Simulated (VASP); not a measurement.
# ZrNb2N4 (P2/m) in VASP: notebook

Runs on ZrNb2N4. Level: PBE. Tasks: single point.

All numbers are computed with VASP 6.6.1; they aren't measurements. Logs are shortened: lines on timing, memory, paths and dates and some standing lists are left out, and cuts for length are marked.

### 1 The cell of the first run

The structure is monoclinic, space group P2/m (No. 10). Conventional cell: a = 5.035 Å, b = 3.025 Å, c = 5.263 Å, α = 90.00°, β = 108.63°, γ = 90.00°. Zr (site symmetry 2/m) has 6 N at 2.13 to 2.16 Å within 2.8 Å. Nb (site symmetry 2/m) has 6 N at 2.08 to 2.11 Å within 2.7 Å. Nb (site symmetry 2/m) has 6 N at 2.05 to 2.11 Å within 2.7 Å. N (site symmetry m) has 3 Nb at 2.05 to 2.08 Å and 1 Zr at 2.13 Å within 2.7 Å. Within 2.8 Å of N (site symmetry m) lie 3 Nb at 2.11 Å and 2 Zr at 2.16 Å.

### 2 Single point, PBE (volume scaled by 0.88, then relaxed in part)

The input, INCAR:

```
SYSTEM = ZrNb2N4
ALGO = Normal
EDIFF = 1E-6
ENCUT = 520
GGA = PE
ISIF = 2
ISMEAR = 0
LASPH = .True.
LCHARG = .True.
LELF = .True.
LREAL = .False.
LVHAR = .True.
LWAVE = .False.
NBANDS = 38
NELM = 60
PREC = Accurate
SIGMA = 0.1
```

The input, KPOINTS:

```
k-points
0
Gamma
  6 10 6
  0 0 0
```

The input, POSCAR:

```
ZrNb2N4
1.0
    5.0350728814      0.0000000000     -0.0299479737
    0.0000000000      3.0253319233      0.0000000000
   -1.6512793540      0.0000000000      4.9968608974
Zr Nb N
1 2 4
Direct
    0.0000000000      0.5000000000      0.5000000000
    0.0000000000      0.0000000000      0.0000000000
    0.5000000000      0.5000000000      0.0000000000
    0.7585398467      0.5000000000      0.7674468236
    0.2584866525      0.0000000000      0.7526596272
    0.7415133475      0.0000000000      0.2473403728
    0.2414601533      0.5000000000      0.2325531764
```

Potentials or basis: VASP PAW PBE potentials, release 64 (Zr_sv, Nb_sv, N).

The run is started by

```sh
cat potpaw_PBE.64/Zr_sv/POTCAR potpaw_PBE.64/Nb_sv/POTCAR potpaw_PBE.64/N/POTCAR > POTCAR
mpirun -np 1 vasp_std > vasp.out
```

OUTCAR:

```text
SYSTEM = ZrNb2N4
   EDIFF = 1E-6
   ENCUT = 520
   GGA = PE
   ISIF = 2
   ISMEAR = 0
   LASPH = .True.
   LREAL = .False.
   NELM = 60
   PREC = Accurate

 ion  position               nearest neighbor table
   1  0.000  0.500  0.500-   4 2.13   7 2.13   6 2.16   5 2.16   5 2.16   6 2.16   3 3.01   3 3.01
                             2 3.04   2 3.04   2 3.04   2 3.04
   2  0.000  0.000  0.000-   4 2.08   7 2.08   4 2.08   7 2.08   6 2.11   5 2.11   3 2.94   3 2.94
                             3 2.94   3 2.94   1 3.04   1 3.04   1 3.04   1 3.04
   3  0.500  0.500  0.000-   4 2.05   7 2.05   6 2.11   5 2.11   5 2.11   6 2.11   2 2.94   2 2.94
                             2 2.94   2 2.94   1 3.01   1 3.01
   4  0.759  0.500  0.767-   3 2.05   2 2.08   2 2.08   1 2.13
   5  0.258  0.000  0.753-   3 2.11   3 2.11   2 2.11   1 2.16   1 2.16
   6  0.742  0.000  0.247-   3 2.11   3 2.11   2 2.11   1 2.16   1 2.16
   7  0.241  0.500  0.233-   3 2.05   2 2.08   2 2.08   1 2.13

  LATTYP: Found a simple monoclinic cell.
 ALAT       =     5.0351619440
 B/A-ratio  =     0.6008410369
 C/A-ratio  =     1.0451771962
 COS(beta)  =    -0.3194160060

  Lattice vectors:

 A1 = (   5.0350728814,   0.0000000000,  -0.0299479737)
 A2 = (   0.0000000000,   3.0253319233,   0.0000000000)
 A3 = (  -1.6512793540,   0.0000000000,   4.9968608974)

Analysis of symmetry for initial positions (statically):
=====================================================================
 Subroutine PRICEL returns:
 Original cell was already a primitive cell.

 Routine SETGRP: Setting up the symmetry group for a
 simple monoclinic supercell.

 Subroutine GETGRP returns: Found  4 space group operations
 (whereof  4 operations were pure point group operations)
 out of a pool of  4 trial point group operations.

The static configuration has the point symmetry C_2h.

Analysis of symmetry for dynamics (positions and initial velocities):
=====================================================================
 Subroutine PRICEL returns:
 Original cell was already a primitive cell.

 Routine SETGRP: Setting up the symmetry group for a
 simple monoclinic supercell.

 Subroutine GETGRP returns: Found  4 space group operations
 (whereof  4 operations were pure point group operations)
 out of a pool of  4 trial point group operations.

The dynamic configuration has the point symmetry C_2h.

 Subroutine INISYM returns: Found  4 space group operations
 (whereof  4 operations are pure point group operations),
 and found     1 'primitive' translations

----------------------------------------------------------------------------------------

                                     Primitive cell

  volume of cell :      75.9664

  direct lattice vectors                    reciprocal lattice vectors
     5.035072881  0.000000000 -0.029947974     0.198997998  0.000000000  0.065761544
     0.000000000  3.025331923  0.000000000     0.000000000  0.330542243  0.000000000
    -1.651279354  0.000000000  4.996860897     0.001192666  0.000000000  0.200519775

  length of vectors
     5.035161944  3.025331923  5.262636443     0.209582404  0.330542243  0.200523322

  position of ions in fractional coordinates (direct lattice)
     1.000000000  0.500000000  0.500000000
     0.000000000  0.000000000  0.000000000
     0.500000000  0.500000000  0.000000000
     0.758539847  0.500000000  0.767446824
     0.258486652  0.000000000  0.752659627
     0.741513348  0.000000000  0.247340373
     0.241460153  0.500000000  0.232553176

  ion indices of the primitive-cell ions
   primitive index   ion index
                 1           1
                 2           2
                 3           3
                 4           4
                 5           5
                 6           6
                 7           7

----------------------------------------------------------------------------------------

 KPOINTS: k-points

Automatic generation of k-mesh.
 Grid dimensions read from file:
 generate k-points for:    6   10    6

 Generating k-lattice:

  Cartesian coordinates                     Fractional coordinates (reciprocal lattice)
     0.033166333  0.000000000  0.010960257     0.166666667  0.000000000 -0.000000000
     0.000000000  0.033054224  0.000000000     0.000000000  0.100000000  0.000000000
     0.000198778  0.000000000  0.033419963     0.000000000  0.000000000  0.166666667

  Length of vectors
     0.034930401  0.033054224  0.033420554

  Shift w.r.t. Gamma in fractional coordinates (k-lattice)
     0.000000000  0.000000000  0.000000000

 Subroutine IBZKPT returns following result:
 ===========================================

 Found    120 irreducible k-points:

 Following reciprocal coordinates:
            Coordinates               Weight
  0.000000  0.000000  0.000000      1.000000
  0.166667  0.000000 -0.000000      2.000000
  0.333333  0.000000  0.000000      2.000000
  0.500000  0.000000  0.000000      1.000000
  0.000000  0.100000  0.000000      2.000000
  0.166667  0.100000 -0.000000      4.000000
[... 16 lines left out ...]
  0.333333  0.500000  0.000000      2.000000
  0.500000  0.500000  0.000000      1.000000
 [... further k-points ...]
   k-points           NKPTS =    120   k-points in BZ     NKDIM =    120   number of bands    NBANDS=     38
   number of dos      NEDOS =    301   number of ions     NIONS =      7
   total plane-waves  NPLWV =  38400
   dimension x,y,z NGX =    40 NGY =   24 NGZ =   40
   dimension x,y,z NGXF=    80 NGYF=   48 NGZF=   80
   ions per type =               1   2   4
   NGX,Y,Z   is equivalent  to a cutoff of  13.21, 13.19, 12.64 a.u.
   NGXF,Y,Z  is equivalent  to a cutoff of  26.41, 26.38, 25.27 a.u.
 SYSTEM =  ZrNb2N4
   PREC   = accura    normal or accurate (medium, high low for compatibility)
   ISTART =      0    job   : 0-new  1-cont  2-samecut
   ICHARG =      2    charge: 1-file 2-atom 10-const
   ISPIN  =      1    spin polarized calculation?
   LNONCOLLINEAR =      F non collinear calculations
   LSORBIT =      F    spin-orbit coupling
   LASPH  =      T    aspherical Exc in radial PAW
   ENCUT  =  520.0 eV  38.22 Ry    6.18 a.u.   9.36  5.63  9.79*2*pi/ulx,y,z
   NELM   =     60;   NELMIN=  2; NELMDL= -5     # of ELM steps
   EDIFF  = 0.1E-05   stopping-criterion for ELM
   LREAL  =      F    real-space projection
   EDIFFG = 0.1E-04   stopping-criterion for IOM
   NSW    =      0    number of steps for IOM
   IBRION =     -1    ionic relax: 0-MD 1-quasi-New 2-CG
   NFREE  =      0    steps in history (QN), initial steepest desc. (CG)
   ISIF   =      2    stress and relaxation
   ISYM   =      2    0-nonsym 1-usesym 2-fastsym
   POTIM  = 0.5000    time-step for ionic-motion
   TEBEG  =    0.0;   TEEND  =   0.0 temperature during run
   PSTRESS=    0.0 pullay stress
   NELECT =      58.0000    total number of electrons
   NUPDOWN=      -1.0000    fix difference up-down
   EMIN   =  10.00;   EMAX   =-10.00  energy-range for DOS
   EFERMI =   0.00;   METHOD = LEGACY
   ISMEAR =     0;   SIGMA  =   0.10  broadening in eV -4-tet -1-fermi 0-gaus
   EFERMI_NEDOS =   21; number of points for ismear=-14 and -15
   IALGO  =     38    algorithm
   IMIX   =      4    mixing-type and parameters
     AMIX     =   0.40;   BMIX     =  1.00
     AMIX_MAG =   1.60;   BMIX_MAG =  1.00
  volume/ion in A,a.u.               =      10.85        73.24
  Fermi-wavevector in a.u.,A,eV,Ry     =   1.496271  2.827542 30.461095  2.238827
  Thomas-Fermi vector in A             =   2.608309
   LORBIT       =      0    0 simple, 1 ext, 2 COOP (PROOUT), +10 PAW based schemes
   GGA     = PE    functional components
   LHFCALC =     F    Hartree Fock is set to
   AEXX    =    0.0000 exact exchange contribution
   IVDW    =     0    specifies the selected vdW correction
   LEPSILON=     F    determine dielectric tensor
   LRPA    =     F    only Hartree local field effects (RPA)
 non-spin polarized calculation
 Gauss-broadening in eV      SIGMA  =   0.10
  energy-cutoff  :      520.00
  volume of cell :       75.97
 maximum number of plane-waves:      2060
 NGX is ok and might be reduce to    40
   NGX = 19   NGY = 11   NGZ = 19

 number of electron      58.0000005 magnetization

 Free energy of the ion-electron system (eV)
  ---------------------------------------------------
  ext. energy  EPLUGINS =         0.00000000
  ---------------------------------------------------
  free energy    TOTEN  =       -69.33040402 eV

  energy without entropy =      -69.32283238  energy(sigma->0) =      -69.32661820

 E-fermi :  10.9169     XC(G=0): -12.5156

 val. band max:       10.9165574160   @ k =   0.0000   0.4000   0.5000
 cond. band min:      10.9172253911   @ k =   0.5000   0.3000   0.3333
 fundamental gap:      0.0006679751
 Fermi energy:        10.9168961907

 k-point     1 :       0.0000    0.0000    0.0000
  band No.  band energies     occupation
      1     -44.8669      2.00000
      2     -44.6722      2.00000
      3     -37.7363      2.00000
      4     -21.7728      2.00000
      5     -21.1973      2.00000
      6     -20.8496      2.00000
[... 30 lines left out ...]
     37      15.1670      0.00000
     38      15.6323      0.00000

 k-point     2 :       0.1667    0.0000   -0.0000
  band No.  band energies     occupation
      1     -44.8561      2.00000
      2     -44.6835      2.00000
      3     -37.7364      2.00000
      4     -21.6919      2.00000
      5     -21.1764      2.00000
      6     -20.8318      2.00000
[... 30 lines left out ...]
     37      15.3631      0.00000
     38      15.5463      0.00000

 k-point     3 :       0.3333    0.0000    0.0000
  band No.  band energies     occupation
      1     -44.8284      2.00000
      2     -44.7120      2.00000
      3     -37.7368      2.00000
      4     -21.4677      2.00000
      5     -21.1267      2.00000
      6     -20.8932      2.00000
[... 30 lines left out ...]
     37      15.4931      0.00000
     38      15.5561      0.00000

 k-point     4 :       0.5000    0.0000    0.0000
  band No.  band energies     occupation
      1     -44.8073      2.00000
      2     -44.7334      2.00000
      3     -37.7370      2.00000
      4     -21.1661      2.00000
      5     -21.1549      2.00000
      6     -21.0785      2.00000
[... 30 lines left out ...]
     37      15.5421      0.00000
     38      16.7377      0.00000
[... 703 lines left out ...]
      4     -21.6228      2.00000
      5     -21.4480      2.00000
      6     -20.9718      2.00000
[... 30 lines left out ...]
     37      16.5123      0.00000
     38      16.5619      0.00000

 k-point    23 :       0.3333    0.5000    0.0000
  band No.  band energies     occupation
      1     -44.7388      2.00000
      2     -44.6690      2.00000
      3     -37.6298      2.00000
      4     -21.7485      2.00000
      5     -21.5875      2.00000
      6     -20.9107      2.00000
[... 30 lines left out ...]
     37      16.3577      0.00000
     38      16.9538      0.00000

 k-point    24 :       0.5000    0.5000    0.0000
  band No.  band energies     occupation
      1     -44.7387      2.00000
      2     -44.6690      2.00000
      3     -37.6300      2.00000
      4     -21.7985      2.00000
      5     -21.6403      2.00000
      6     -20.9076      2.00000
[... 30 lines left out ...]
     37      16.2682      0.00000
     38      17.1761      0.00000

 [... further k-points ...]
[... 5 lines left out ...]
  --------------------------------------------------------------------------------------
  -------------------------------------------------------------------------------------
  Total       16.8803858     16.8835271     16.9185982      0.0000000      0.0000000     -0.0118889
  in kB      356.0175179    356.0837712    356.8234406      0.0000000      0.0000000     -0.2507433
  external PRESSURE =     356.3082433 kB  Pullay stress =       0.0000000 kB

 VOLUME and BASIS-vectors are now :
 -----------------------------------------------------------------------------
  energy-cutoff  :      520.00
  volume of cell :       75.97
      direct lattice vectors                 reciprocal lattice vectors
     5.035072881  0.000000000 -0.029947974     0.198997998  0.000000000  0.065761544
     0.000000000  3.025331923  0.000000000     0.000000000  0.330542243  0.000000000
    -1.651279354  0.000000000  4.996860897     0.001192666  0.000000000  0.200519775

 POSITION                                       TOTAL-FORCE (eV/Angst)
 -----------------------------------------------------------------------------------
     -0.82564      1.51267      2.49843        -0.000000      0.000000      0.000000
      0.00000      0.00000      0.00000        -0.000000      0.000000      0.000000
      2.51754      1.51267     -0.01497        -0.000000      0.000000      0.000000
      2.55203      1.51267      3.81211        -0.013832     -0.000000      0.032940
      0.05865      0.00000      3.75319         0.012148      0.000000      0.036379
      3.32515      0.00000      1.21372        -0.012148      0.000000     -0.036379
      0.83176      1.51267      1.15480         0.013832      0.000000     -0.032940
 -----------------------------------------------------------------------------------
    total drift:                                0.000000     -0.000000     -0.000000

  FREE ENERGIE OF THE ION-ELECTRON SYSTEM (eV)
  ---------------------------------------------------
  free  energy   TOTEN  =       -69.3304040240 eV

  energy  without entropy=      -69.3228323838  energy(sigma->0) =      -69.32661820
```

Wall time 5.2 min (1 thread of Intel Xeon 6975P-C, shared host); peak memory 0.41 GiB.

What came out:

| Quantity | Value |
| --- | --- |
| Free energy | -69.3304 eV |
| Pressure | 35.6 GPa |
| Largest force | 0.038 eV/Å |
| Band gap on the k mesh | zero (band 29 reaches 11.99 eV, above the bottom of band 30 at 9.12 eV) |

Forces in eV/Å, atoms in the order of the input:
```
Zr   0.000  0.000  0.000
Nb   0.000  0.000  0.000
Nb   0.000  0.000  0.000
N   -0.014  0.000  0.033
N    0.012  0.000  0.036
N   -0.012  0.000 -0.036
N    0.014  0.000 -0.033
```

Levels at points of the mesh, in eV from the Fermi level:
| k point | band 25 | band 26 | band 27 | band 28 | band 29 | band 30 | band 31 | band 32 | band 33 | band 34 |
| --- | --- | --- | --- | --- | --- | --- | --- | --- | --- | --- |
| (0.00, 0.00, 0.00) | -2.49 | -2.41 | -1.58 | -1.37 | -1.26 | -0.20 | 0.59 | 0.90 | 2.60 | 3.35 |
| (0.50, 0.00, 0.00) | -4.52 | -4.26 | -2.22 | -1.49 | -0.26 | 0.50 | 0.92 | 1.31 | 1.90 | 2.11 |
| (0.00, 0.50, 0.00) | -4.12 | -3.96 | -3.04 | -2.53 | 1.07 | 1.62 | 2.06 | 2.18 | 2.90 | 3.03 |
| (0.50, 0.50, 0.00) | -4.47 | -3.68 | -2.48 | -1.80 | -0.57 | -0.06 | 2.28 | 2.32 | 3.04 | 3.04 |
| (0.00, 0.00, 0.50) | -4.31 | -3.90 | -1.78 | -1.34 | -0.36 | 0.24 | 0.61 | 0.88 | 1.89 | 3.45 |
| (0.50, 0.00, 0.50) | -3.00 | -2.78 | -2.57 | -2.34 | -2.12 | 0.65 | 1.65 | 1.85 | 2.56 | 2.61 |
| (0.00, 0.50, 0.50) | -4.26 | -4.00 | -3.20 | -1.93 | -0.10 | 0.81 | 1.49 | 1.52 | 3.09 | 3.17 |
| (0.50, 0.50, 0.50) | -2.71 | -2.52 | -2.15 | -2.10 | -1.83 | -1.80 | 2.90 | 3.02 | 3.67 | 3.98 |

(Continued in part 2 of 2.)
